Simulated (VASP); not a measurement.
# Al2Cl2F (P6/mmm) in VASP: a series of runs

Runs on Al2Cl2F. Level: PBE. Tasks: relaxation of cell and atoms, single point.

Program: VASP 6.6.1. These are calculated values, not measurements. Logs are shortened: lines on timing, memory, paths and dates and some standing lists are left out, and cuts for length are marked.

## 1. The cell of the first run

The structure is hexagonal, space group P6/mmm (No. 191). The conventional cell has a = 4.482 Å, b = 4.482 Å, c = 5.718 Å, α = 90.00°, β = 90.00°, γ = 120.00°. Al (site symmetry 6mm) has 1 F at 1.86 Å and 1 Al at 1.99 Å within 2.5 Å. Within 3.4 Å of Cl (site symmetry -6m2) lie 3 Cl at 2.59 Å and 3 F at 2.59 Å and 6 Al at 3.19 Å. F (site symmetry 6/mmm) has 2 Al at 1.86 Å and 6 Cl at 2.59 Å within 2.6 Å.

The cell was generated, and may not be a known phase.

## 2. Relaxation of cell and atoms, PBE

Input file INCAR:

```
ALGO = Normal
EDIFF = 1E-6
EDIFFG = -0.04
ENCUT = 600
GGA = PE
IBRION = 2
ISIF = 3
ISMEAR = 0
LASPH = T
LCHARG = F
LREAL = F
LWAVE = F
NELM = 60
NSW = 90
PREC = Accurate
SIGMA = 0.1
```

Input file KPOINTS:

```
k-points
0
Gamma
  6 6 4
```

Input file POSCAR:

```
Al2Cl2F
1.0
    4.4823822600      0.0000000000      0.0000000000
   -2.2411911300      3.8818569000      0.0000000000
    0.0000000000      0.0000000000      5.7179016200
Al Cl F
2 2 1
Direct
    0.0000000000      0.0000000000      0.1741144800
    0.0000000000      0.0000000000      0.8258855200
    0.3333333300      0.6666666700      0.5000000000
    0.6666666700      0.3333333300      0.5000000000
    0.0000000000      0.0000000000      0.5000000000
```

Potentials or basis: VASP PAW PBE potentials, release 64 (Al, Cl, F).

Started as:

```sh
> cat potpaw_PBE.64/Al/POTCAR potpaw_PBE.64/Cl/POTCAR potpaw_PBE.64/F/POTCAR > POTCAR
> mpirun -np 1 vasp_std > vasp.out
```

OUTCAR:

```text
EDIFF = 1E-6
   EDIFFG = -0.04
   ENCUT = 600
   GGA = PE
   IBRION = 2
   ISIF = 3
   ISMEAR = 0
   LASPH = T
   LREAL = F
   NELM = 60
   NSW = 90
   PREC = Accurate

 ion  position               nearest neighbor table
   1  0.000  0.000  0.174-   5 1.86   2 1.99
   2  0.000  0.000  0.826-   5 1.86   1 1.99
   3  0.333  0.667  0.500-   4 2.59   4 2.59   4 2.59
   4  0.667  0.333  0.500-   3 2.59   3 2.59   3 2.59
   5  0.000  0.000  0.500-   1 1.86   2 1.86

  LATTYP: Found a hexagonal cell.
 ALAT       =     4.4823822600
 C/A-ratio  =     1.2756389992

  Lattice vectors:

 A1 = (   4.4823822600,   0.0000000000,   0.0000000000)
 A2 = (  -2.2411911300,   3.8818569000,   0.0000000000)
 A3 = (   0.0000000000,   0.0000000000,   5.7179016200)

Analysis of symmetry for initial positions (statically):
=====================================================================
 Subroutine PRICEL returns:
 Original cell was already a primitive cell.

 Routine SETGRP: Setting up the symmetry group for a
 hexagonal supercell.

 Subroutine GETGRP returns: Found 24 space group operations
 (whereof 24 operations were pure point group operations)
 out of a pool of 24 trial point group operations.

The static configuration has the point symmetry D_6h.

Analysis of symmetry for dynamics (positions and initial velocities):
=====================================================================
 Subroutine PRICEL returns:
 Original cell was already a primitive cell.

 Routine SETGRP: Setting up the symmetry group for a
 hexagonal supercell.

 Subroutine GETGRP returns: Found 24 space group operations
 (whereof 24 operations were pure point group operations)
 out of a pool of 24 trial point group operations.

The dynamic configuration has the point symmetry D_6h.

 Subroutine INISYM returns: Found 24 space group operations
 (whereof 24 operations are pure point group operations),
 and found     1 'primitive' translations

----------------------------------------------------------------------------------------

                                     Primitive cell

  volume of cell :      99.4913

  direct lattice vectors                    reciprocal lattice vectors
     4.482382260  0.000000000  0.000000000     0.223095654  0.128804336  0.000000000
    -2.241191130  3.881856900  0.000000000     0.000000000  0.257608672  0.000000000
     0.000000000  0.000000000  5.717901620     0.000000000  0.000000000  0.174889333

  length of vectors
     4.482382260  4.482382254  5.717901620     0.257608671  0.257608672  0.174889333

  position of ions in fractional coordinates (direct lattice)
     0.000000000  0.000000000  0.174114480
     0.000000000  0.000000000  0.825885520
     0.333333330  0.666666670  0.500000000
     0.666666670  0.333333330  0.500000000
     0.000000000  0.000000000  0.500000000

  ion indices of the primitive-cell ions
   primitive index   ion index
                 1           1
                 2           2
                 3           3
                 4           4
                 5           5

----------------------------------------------------------------------------------------

 KPOINTS: k-points

Automatic generation of k-mesh.
 Grid dimensions read from file:
 generate k-points for:    6    6    4

 Generating k-lattice:

  Cartesian coordinates                     Fractional coordinates (reciprocal lattice)
     0.037182609  0.021467389  0.000000000     0.166666667 -0.000000000  0.000000000
     0.000000000  0.042934779  0.000000000     0.000000000  0.166666667  0.000000000
     0.000000000  0.000000000  0.043722333     0.000000000  0.000000000  0.250000000

  Length of vectors
     0.042934779  0.042934779  0.043722333

  Shift w.r.t. Gamma in fractional coordinates (k-lattice)
     0.000000000  0.000000000  0.000000000

 Subroutine IBZKPT returns following result:
 ===========================================

 Found     21 irreducible k-points:

 Following reciprocal coordinates:
            Coordinates               Weight
  0.000000  0.000000  0.000000      1.000000
  0.166667  0.000000  0.000000      6.000000
  0.333333  0.000000  0.000000      6.000000
  0.500000  0.000000  0.000000      3.000000
  0.166667  0.166667  0.000000      6.000000
  0.333333  0.166667  0.000000     12.000000
[... 13 lines left out ...]
  0.333333  0.166667  0.500000     12.000000
  0.333333  0.333333  0.500000      2.000000
   k-points           NKPTS =     21   k-points in BZ     NKDIM =     21   number of bands    NBANDS=     17
   number of dos      NEDOS =    301   number of ions     NIONS =      5
   total plane-waves  NPLWV =  62208
   dimension x,y,z NGX =    36 NGY =   36 NGZ =   48
   dimension x,y,z NGXF=    72 NGYF=   72 NGZF=   96
   ions per type =               2   2   1
   NGX,Y,Z   is equivalent  to a cutoff of  13.35, 13.35, 13.96 a.u.
   NGXF,Y,Z  is equivalent  to a cutoff of  26.70, 26.70, 27.91 a.u.
 SYSTEM =  unknown system
   PREC   = accura    normal or accurate (medium, high low for compatibility)
   ISTART =      0    job   : 0-new  1-cont  2-samecut
   ICHARG =      2    charge: 1-file 2-atom 10-const
   ISPIN  =      1    spin polarized calculation?
   LNONCOLLINEAR =      F non collinear calculations
   LSORBIT =      F    spin-orbit coupling
   LASPH  =      T    aspherical Exc in radial PAW
   ENCUT  =  600.0 eV  44.10 Ry    6.64 a.u.   8.95  8.95 11.42*2*pi/ulx,y,z
   NELM   =     60;   NELMIN=  2; NELMDL= -5     # of ELM steps
   EDIFF  = 0.1E-05   stopping-criterion for ELM
   LREAL  =      F    real-space projection
   EDIFFG = -.4E-01   stopping-criterion for IOM
   NSW    =     90    number of steps for IOM
   IBRION =      2    ionic relax: 0-MD 1-quasi-New 2-CG
   NFREE  =      1    steps in history (QN), initial steepest desc. (CG)
   ISIF   =      3    stress and relaxation
   ISYM   =      2    0-nonsym 1-usesym 2-fastsym
   POTIM  = 0.5000    time-step for ionic-motion
   TEBEG  =    0.0;   TEEND  =   0.0 temperature during run
   PSTRESS=    0.0 pullay stress
   NELECT =      27.0000    total number of electrons
   NUPDOWN=      -1.0000    fix difference up-down
   EMIN   =  10.00;   EMAX   =-10.00  energy-range for DOS
   EFERMI =   0.00;   METHOD = LEGACY
   ISMEAR =     0;   SIGMA  =   0.10  broadening in eV -4-tet -1-fermi 0-gaus
   EFERMI_NEDOS =   21; number of points for ismear=-14 and -15
   IALGO  =     38    algorithm
   IMIX   =      4    mixing-type and parameters
     AMIX     =   0.40;   BMIX     =  1.00
     AMIX_MAG =   1.60;   BMIX_MAG =  1.00
  volume/ion in A,a.u.               =      19.90       134.28
  Fermi-wavevector in a.u.,A,eV,Ry     =   1.059907  2.002934 15.284821  1.123403
  Thomas-Fermi vector in A             =   2.195269
   LORBIT       =      0    0 simple, 1 ext, 2 COOP (PROOUT), +10 PAW based schemes
   GGA     = PE    functional components
   LHFCALC =     F    Hartree Fock is set to
   AEXX    =    0.0000 exact exchange contribution
   IVDW    =     0    specifies the selected vdW correction
   LEPSILON=     F    determine dielectric tensor
   LRPA    =     F    only Hartree local field effects (RPA)
 conjugate gradient relaxation of ions
 non-spin polarized calculation
 Gauss-broadening in eV      SIGMA  =   0.10
  energy-cutoff  :      600.00
  volume of cell :       99.49
 maximum number of plane-waves:      3333
 NGX is ok and might be reduce to    36
   NGX = 17   NGY = 17   NGZ = 23

--------------------------------------- Ionic step        1  -------------------------------------------

 number of electron      27.0000008 magnetization

 Free energy of the ion-electron system (eV)
  ---------------------------------------------------
  ext. energy  EPLUGINS =         0.00000000
  ---------------------------------------------------
  free energy    TOTEN  =       -10.79429674 eV

  energy without entropy =      -10.76744994  energy(sigma->0) =      -10.78087334

------------------------ aborting loop because EDIFF is reached ----------------------------------------

  FORCE on cell =-STRESS in cart. coord.  units (eV):
  Direction    XX          YY          ZZ          XY          YZ          ZX
  --------------------------------------------------------------------------------------
  -------------------------------------------------------------------------------------
  Total       10.8725021     10.8725021      6.2907913     -0.0000000      0.0000000      0.0000000
  in kB      175.0874400    175.0874394    101.3049745     -0.0000000      0.0000000      0.0000000
  external PRESSURE =     150.4932846 kB  Pullay stress =       0.0000000 kB
[... 98 lines left out ...]
  FREE ENERGIE OF THE ION-ELECTRON SYSTEM (eV)
  ---------------------------------------------------
  free  energy   TOTEN  =       -13.7933480623 eV

  energy  without entropy=      -13.7526119586  energy(sigma->0) =      -13.77298001

 E-fermi :   0.4310     XC(G=0):  -6.9300

 val. band max:        0.4286091157   @ k =   0.3333   0.1667   0.0000
 cond. band min:       0.4358820762   @ k =   0.3333   0.1667   0.0000
 fundamental gap:      0.0072729605
 Fermi energy:         0.4310466040

 k-point     1 :       0.0000    0.0000    0.0000
  band No.  band energies     occupation
      1     -24.9054      2.00000
      2     -13.6056      2.00000
      3     -12.4507      2.00000
      4      -8.6663      2.00000
      5      -5.8751      2.00000
      6      -5.8751      2.00000
[... 9 lines left out ...]
     16       3.2903      0.00000
     17       3.8835      0.00000
[... 383 lines left out ...]
      1     -24.9034      2.00000
      2     -13.0962      2.00000
      3     -13.0962      2.00000
      4      -8.6771      2.00000
      5      -5.7975      2.00000
      6      -5.7974      2.00000
[... 9 lines left out ...]
     16       2.2327      0.00000
     17       4.2384      0.00000

[... ionic steps 4 to 11 ...]

--------------------------------------- Ionic step       12  -------------------------------------------

 number of electron      27.0000039 magnetization

------------------------ aborting loop because EDIFF is reached ----------------------------------------

  FORCE on cell =-STRESS in cart. coord.  units (eV):
  Direction    XX          YY          ZZ          XY          YZ          ZX
  --------------------------------------------------------------------------------------
  -------------------------------------------------------------------------------------
  Total        0.1881054      0.1881054     -0.0115627      0.0000000      0.0000000      0.0000000
  in kB        1.8250572      1.8250572     -0.1121845      0.0000000      0.0000000      0.0000000
  external PRESSURE =       1.1793100 kB  Pullay stress =       0.0000000 kB
[... 63 lines left out ...]
  energy  without entropy=      -14.9840226189  energy(sigma->0) =      -15.00446191

--------------------------------------- Ionic step       14  -------------------------------------------

 number of electron      27.0000031 magnetization

 Free energy of the ion-electron system (eV)
  ---------------------------------------------------
  ext. energy  EPLUGINS =         0.00000000
  ---------------------------------------------------
  free energy    TOTEN  =       -15.02542943 eV

  energy without entropy =      -14.98469619  energy(sigma->0) =      -15.00506281

 E-fermi :  -0.1782     XC(G=0):  -6.6795

 val. band max:       -0.2041659589   @ k =   0.3333   0.0000   0.2500
 cond. band min:      -0.1747479335   @ k =   0.5000   0.0000   0.0000
 fundamental gap:      0.0294180254
 Fermi energy:        -0.1781533149

 k-point     1 :       0.0000    0.0000    0.0000
  band No.  band energies     occupation
      1     -25.8915      2.00000
      2     -13.9978      2.00000
      3     -12.9669      2.00000
      4      -9.6203      2.00000
      5      -6.7759      2.00000
      6      -6.7759      2.00000
[... 9 lines left out ...]
     16       3.2331      0.00000
     17       3.5988      0.00000
[... 430 lines left out ...]
  FREE ENERGIE OF THE ION-ELECTRON SYSTEM (eV)
  ---------------------------------------------------
  free  energy   TOTEN  =       -15.0254294272 eV

  energy  without entropy=      -14.9846961936  energy(sigma->0) =      -15.00506281

 reached required accuracy - stopping structural energy minimisation
```

Wall time 8.9 min (1 thread of Intel Xeon Platinum 8259CL at 2.50GHz (Skylake/Cascade Lake), shared host); peak memory 0.26 GiB.

What came out:

| Property | Result |
| --- | --- |
| Free energy | -15.0254 eV |
| Relaxed volume | 33.49 Å³/atom |
| Relaxed cell | a = 5.327 Å, b = 5.327 Å, c = 6.813 Å, α = 90.00°, β = 90.00°, γ = 120.00° |
| Space group after relaxing (to 0.1 Å) | P6/mmm (No. 191) |
| Energy gained by relaxing | 846.2 meV/atom |
| Ionic steps | 14 |
| Pressure after relaxing | 0.0 GPa |
| Largest force after relaxing | 0.010 eV/Å |
| Band gap on the k mesh | zero (an odd number of electrons rules out a gap without spin polarisation) |

Forces on the atoms (eV/Å):
```
Al   0.000  0.000  0.010
Al   0.000  0.000 -0.010
Cl   0.000  0.000  0.000
Cl   0.000  0.000  0.000
F    0.000  0.000  0.000
```

The path:
| step | energy change (eV) | largest force (eV/Å) | pressure (GPa) | volume (Å³) |
| --- | --- | --- | --- | --- |
| 1 | 0.0000 | 9.1297 | 15.05 | 99.49 |
| 2 | -2.4683 | 7.8504 | 13.61 | 128.83 |
| 3 | -2.9991 | 1.2311 | 10.74 | 117.91 |
| 4 | -3.0403 | 2.0878 | 11.48 | 119.92 |
| 5 | -4.1229 | 1.2662 | 0.10 | 157.83 |
| 6 | -4.1232 | 1.2292 | 0.24 | 156.93 |
| 7 | -4.2167 | 0.1217 | -0.10 | 165.82 |
| 8 | -4.2168 | 0.1545 | -0.10 | 165.57 |
| 9 | -4.2216 | 0.0905 | 0.00 | 165.19 |
| 10 | -4.2273 | 0.0800 | 0.31 | 164.13 |
| 11 | -4.2296 | 0.1007 | 0.11 | 165.21 |
| 12 | -4.2296 | 0.0889 | 0.12 | 165.13 |
| 13 | -4.2306 | 0.0579 | 0.06 | 166.01 |
| 14 | -4.2311 | 0.0095 | -0.03 | 167.43 |

Final structure:
```
CELL_PARAMETERS angstrom
5.32697 0.00000 0.00000
-2.66348 4.61329 0.00000
0.00000 0.00000 6.81318
ATOMIC_POSITIONS crystal
Al 0.00000 0.00000 0.24346
Al 0.00000 0.00000 0.75654
Cl 0.33333 0.66667 0.50000
Cl 0.66667 0.33333 0.50000
F 0.00000 0.00000 0.50000
```

Caveat: the volume moved by over 15 % at a fixed basis, so the end points are rough; an odd number of electrons without spin polarisation forces a metal; a magnetic or distorted state may lie lower.

## 3. Single point, PBE

This run uses another cell than the first one, of 35.62 Å³/atom.

Input file INCAR:

```
SYSTEM = Al2Cl2F
PREC = Accurate ; ENCUT = 520
EDIFF = 1E-7 ; ISMEAR = 0
SIGMA = 0.1 ; LREAL = .FALSE.
LASPH = .TRUE. ; NELM = 60
ALGO = Normal ; ISIF = 2
LWAVE = .FALSE. ; LCHARG = .TRUE.
GGA = PE ; LELF = .TRUE.
LVHAR = .TRUE. ; NBANDS = 22
```

Input file KPOINTS:

```
Automatic mesh
0
G
  12 12 6
  0 0 0
```

Input file POSCAR:

```
Al2Cl2F
1.0
    5.4074483922      0.0000000000      0.0000000000
   -2.7037241961      4.6829876773      0.0000000000
    0.0000000000      0.0000000000      7.0326673272
Al Cl F
2 2 1
Direct
    0.0000000000      0.0000000000      0.2498202196
    0.0000000000      0.0000000000      0.7501797804
    0.3333333333      0.6666666667      0.5000000000
    0.6666666667      0.3333333333      0.5000000000
    0.0000000000      0.0000000000      0.5000000000
```

Potentials or basis: VASP PAW PBE potentials, release 64 (Al, Cl, F).

Started as:

```sh
> cat potpaw_PBE.64/Al/POTCAR potpaw_PBE.64/Cl/POTCAR potpaw_PBE.64/F/POTCAR > POTCAR
> mpirun -np 1 vasp_std > vasp.out
```

It took 8.3 min on 1 thread of Intel Xeon Platinum 8259CL at 2.50GHz (Skylake/Cascade Lake), shared host; peak memory 0.45 GiB.

The run converged. Its results:

| Quantity | Value |
| --- | --- |
| Free energy | -15.1333 eV |
| Pressure | 0.0 GPa |
| Largest force | 0.012 eV/Å |
| Band gap on the k mesh | zero (an odd number of electrons rules out a gap without spin polarisation) |

Forces on the atoms (eV/Å):
```
Al   0.000  0.000 -0.012
Al   0.000  0.000  0.012
Cl   0.000  0.000  0.000
Cl   0.000  0.000  0.000
F    0.000  0.000  0.000
```

Levels at points of the mesh, in eV from the Fermi level:
```
           k point  band 12  band 13  band 14  band 15  band 16  band 17
(0.00, 0.00, 0.00)    -0.39    -0.39     0.37     3.65     3.65     3.85
(0.50, 0.00, 0.00)    -0.70    -0.08    -0.05     2.12     3.36     3.53
(0.00, 0.00, 0.50)    -0.90    -0.38    -0.38     3.08     3.08     4.71
(0.50, 0.00, 0.50)    -0.69    -0.32    -0.08     2.54     2.69     3.54
```

Caveat: an odd number of electrons without spin polarisation forces a metal; a magnetic or distorted state may lie lower.

(Continued in part 2 of 2.)

The gap in the log of VASP goes by the Fermi energy; the results here count the filled bands.